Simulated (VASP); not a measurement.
# AlGa (Fm-3m) in VASP: a series of runs, part 2 of 2

VASP 6.6.1. Earlier steps stand in the parts before.

**5. Single point, PBE**

This run uses another cell than the first one, of 19.58 Å³/atom, 1.042 times its volume.

INCAR

```
PREC = Accurate ; ENCUT = 520
EDIFF = 1E-6 ; ISMEAR = 0
SIGMA = 0.1 ; LREAL = False
LASPH = True ; NELM = 100
ALGO = Normal ; ISIF = 2
LWAVE = False ; LCHARG = False
GGA = PE ; NBANDS = 15
```

KPOINTS

```
Automatic mesh
0
Gamma
  18 18 18
```

POSCAR

```
AlGa
1.0
    0.0000000000      2.6951928015      2.6951928015
    2.6951928015      0.0000000000      2.6951928015
    2.6951928015      2.6951928015      0.0000000000
Al Ga
1 1
Direct
    0.5000000000      0.5000000000      0.5000000000
    0.0000000000      0.0000000000      0.0000000000
```

Potentials or basis: VASP PAW PBE potentials, release 64 (Al, Ga_d).

Run with:

```bash
$ cat potpaw_PBE.64/Al/POTCAR potpaw_PBE.64/Ga_d/POTCAR > POTCAR
$ mpirun -np 1 vasp_std > vasp.out
```

OUTCAR:

```text
PREC = Accurate
   ENCUT = 520
   EDIFF = 1E-6
   ISMEAR = 0
   LREAL = False
   LASPH = True
   NELM = 100
   ISIF = 2
   GGA = PE

 ion  position               nearest neighbor table
   1  0.500  0.500  0.500-   2 2.70   2 2.70   2 2.70   2 2.70   2 2.70   2 2.70
   2  0.000  0.000  0.000-   1 2.70   1 2.70   1 2.70   1 2.70   1 2.70   1 2.70

  LATTYP: Found a face centered cubic cell.
 ALAT       =     5.3903856030

  Lattice vectors:

 A1 = (   0.0000000000,   2.6951928015,   2.6951928015)
 A2 = (   2.6951928015,   0.0000000000,   2.6951928015)
 A3 = (   2.6951928015,   2.6951928015,   0.0000000000)

Analysis of symmetry for initial positions (statically):
=====================================================================
 Subroutine PRICEL returns:
 Original cell was already a primitive cell.

 Routine SETGRP: Setting up the symmetry group for a
 face centered cubic supercell.

 Subroutine GETGRP returns: Found 48 space group operations
[... 9 lines left out ...]

 Routine SETGRP: Setting up the symmetry group for a
 face centered cubic supercell.

 Subroutine GETGRP returns: Found 48 space group operations
[... 11 lines left out ...]
                                     Primitive cell

[... 144 lines left out ...]

 k-point     1 :       0.0000    0.0000    0.0000
  band No.  band energies     occupation
      1      -9.2759      2.00000
      2      -9.2759      2.00000
      3      -9.2447      2.00000
      4      -9.2447      2.00000
      5      -9.2447      2.00000
      6      -4.8164      2.00000
      7       8.2432      0.00000
      8       8.2432      0.00000
      9       8.2432      0.00000
     10      11.0285      0.00000
     11      12.2602      0.00000
     12      12.2602      0.00000
     13      12.2602      0.00000
     14      14.6639      0.00000
[... 401 lines left out ...]
      2      -9.2799      2.00000
      3      -9.2452      2.00000
      4      -9.2322      2.00000
      5      -9.2293      2.00000
      6      -3.8936      2.00000
      7       3.8591      2.00000
      8       7.1066      0.00000
      9       8.4904      0.00000
     10      10.4500      0.00000
     11      11.1560      0.00000
     12      11.3007      0.00000
     13      13.4077      0.00000
     14      13.7272      0.00000
     15      14.1585      0.00000

 [... further k-points ...]
[... 5 lines left out ...]
  --------------------------------------------------------------------------------------
  -------------------------------------------------------------------------------------
  Total       -0.0044426     -0.0044426     -0.0044426     -0.0000000      0.0000000     -0.0000000
  in kB       -0.1817808     -0.1817808     -0.1817808     -0.0000000      0.0000000     -0.0000000
  external PRESSURE =      -0.1817808 kB  Pullay stress =       0.0000000 kB

 VOLUME and BASIS-vectors are now :
 -----------------------------------------------------------------------------
  energy-cutoff  :      520.00
  volume of cell :       39.16
      direct lattice vectors                 reciprocal lattice vectors
     0.000000000  2.695192802  2.695192802    -0.185515485  0.185515485  0.185515485
     2.695192802  0.000000000  2.695192802     0.185515485 -0.185515485  0.185515485
     2.695192802  2.695192802  0.000000000     0.185515485  0.185515485 -0.185515485

 POSITION                                       TOTAL-FORCE (eV/Angst)
 -----------------------------------------------------------------------------------
      2.69519      2.69519      2.69519         0.000000     -0.000000     -0.000000
      0.00000      0.00000      0.00000        -0.000000      0.000000      0.000000
 -----------------------------------------------------------------------------------
    total drift:                               -0.000000     -0.000000      0.000000

  FREE ENERGIE OF THE ION-ELECTRON SYSTEM (eV)
  ---------------------------------------------------
  free  energy   TOTEN  =        -6.2720771660 eV

  energy  without entropy=       -6.2658350511  energy(sigma->0) =       -6.26895611
```

OSZICAR:

```text
N       E                     dE             d eps       ncg     rms          rms(c)
DAV:   1     0.607076322195E+02    0.60708E+02   -0.77157E+03  6071   0.151E+03
DAV:   2    -0.201105251884E+01   -0.62719E+02   -0.59475E+02  6543   0.289E+02
DAV:   3    -0.624642318182E+01   -0.42354E+01   -0.42204E+01  7271   0.536E+01
DAV:   4    -0.630598218416E+01   -0.59559E-01   -0.59549E-01  7271   0.680E+00
DAV:   5    -0.630763010362E+01   -0.16479E-02   -0.16479E-02  7656   0.105E+00    0.147E+00
DAV:   6    -0.627850912706E+01    0.29121E-01   -0.58781E-02  8076   0.403E+00    0.785E-01
DAV:   7    -0.627254879484E+01    0.59603E-02   -0.12079E-02  7810   0.134E+00    0.191E-01
DAV:   8    -0.627205981728E+01    0.48898E-03   -0.14126E-03  7600   0.449E-01    0.696E-02
DAV:   9    -0.627207686213E+01   -0.17045E-04   -0.61824E-05  7261   0.676E-02    0.562E-03
DAV:  10    -0.627207716600E+01   -0.30388E-06   -0.17533E-06  7465   0.101E-02
   1 F= -.62720772E+01 E0= -.62689561E+01  d E =-.624211E-02
```

Wall time 71 s (1 thread of AMD EPYC 7R43 (Zen 3), shared host); peak memory 0.21 GiB.

What came out:

- Free energy: -6.2721 eV
- Pressure: 0.0 GPa
- Band gap on the k mesh: zero (band 8 reaches 8.24 eV, above the bottom of band 9 at 2.72 eV)

**6. Relaxation of cell and atoms, PBE**

This run uses another cell than the first one, of 19.39 Å³/atom, 1.032 times its volume.

INCAR

```
SYSTEM = AlGa
  PREC = Accurate
  ENCUT = 600
  EDIFF = 1E-7
  ISMEAR = 0
  SIGMA = 0.1
  LREAL = .False.
  LASPH = .True.
  NELM = 60
  ALGO = Fast
  ISIF = 3
  LWAVE = .False.
  LCHARG = .False.
  GGA = PE
  IBRION = 2
  NSW = 100
  EDIFFG = -0.01
```

KPOINTS

```
Automatic mesh
0
Gamma
  18 18 18
  0 0 0
```

POSCAR

```
AlGa
1.0
    0.0000000000      2.6865345188      2.6865345188
    2.6865345188      0.0000000000      2.6865345188
    2.6865345188      2.6865345188      0.0000000000
Al Ga
1 1
Direct
    0.5000000000      0.5000000000      0.5000000000
    0.0000000000      0.0000000000      0.0000000000
```

Potentials or basis: VASP PAW PBE potentials, release 64 (Al, Ga_d).

Run with:

```bash
$ cat potpaw_PBE.64/Al/POTCAR potpaw_PBE.64/Ga_d/POTCAR > POTCAR
$ mpirun -np 1 vasp_std > vasp.out
```

Run time: 3.7 min. Hardware: 1 thread of Intel Xeon Platinum 8259CL at 2.50GHz (Skylake/Cascade Lake), shared host; peak memory 0.27 GiB.

The run converged. Its results:

* Free energy: -6.2719 eV
* Relaxed volume: 19.57 Å³/atom
* Relaxed cell: a = 3.811 Å, b = 3.811 Å, c = 3.811 Å, α = 60.00°, β = 60.00°, γ = 60.00°
* Space group after relaxing (to 0.05 Å): Fm-3m (No. 225)
* Energy gained by relaxing: 0.3 meV/atom
* Ionic steps: 3
* Pressure after relaxing: 0.0 GPa
* Band gap on the k mesh: zero (band 8 reaches 8.25 eV, above the bottom of band 9 at 2.73 eV)

The path:
```
step  energy change (eV)  largest force (eV/Å)  pressure (GPa)  volume (Å³)
   1              0.0000                0.0000            0.67        38.78
   2             -0.0006                0.0000           -0.10        39.24
   3             -0.0007                0.0000            0.05        39.14
```

Final structure:
```
Al Ga
1.0
     0.00000    2.69488    2.69488
     2.69488    0.00000    2.69488
     2.69488    2.69488    0.00000
Al Ga
1 1
Direct
  0.50000 0.50000 0.50000
  0.00000 0.00000 0.00000
```

Levels at points of the mesh, in eV from the Fermi level:
```tsv
k point	band 6	band 7	band 8	band 9	band 10	band 11
(0.00, 0.00, 0.00)	-10.27	2.79	2.79	2.79	5.58	6.81
(0.50, 0.00, 0.00)	-6.85	-6.02	2.66	2.66	3.69	3.69
(0.50, 0.50, 0.00)	-5.96	-4.22	-0.64	-0.64	-0.61	3.13
```

**7. Summary**

```csv
task,cell,k mesh,cutoff (eV),gap on the mesh (eV),pressure (GPa),relaxed volume (Å³/atom)
single point,"a = 3.760 Å, angles 60.0°, 2 atoms",6 × 6 × 6,520,none,2.3,-
single point,"a = 3.799 Å, angles 60.0°, 2 atoms",6 × 6 × 6,520,none,0.2,-
relaxation of cell and atoms,"relaxed from a = 3.760 Å, angles 60.0°, 2 atoms",6 × 6 × 6,600,none,-0.1,19.50
single point,"a = 3.812 Å, angles 60.0°, 2 atoms",18 × 18 × 18,520,none,0.0,-
relaxation of cell and atoms,"relaxed from a = 3.799 Å, angles 60.0°, 2 atoms",18 × 18 × 18,600,none,0.0,19.57
```

Alike in all rows: level PBE; potentials or basis VASP PAW PBE potentials, release 64 (Al, Ga_d); no spin polarisation; smearing gaussian 0.1 eV.

Total energies depend on the potentials used, so only differences within one code and one set of settings carry meaning.
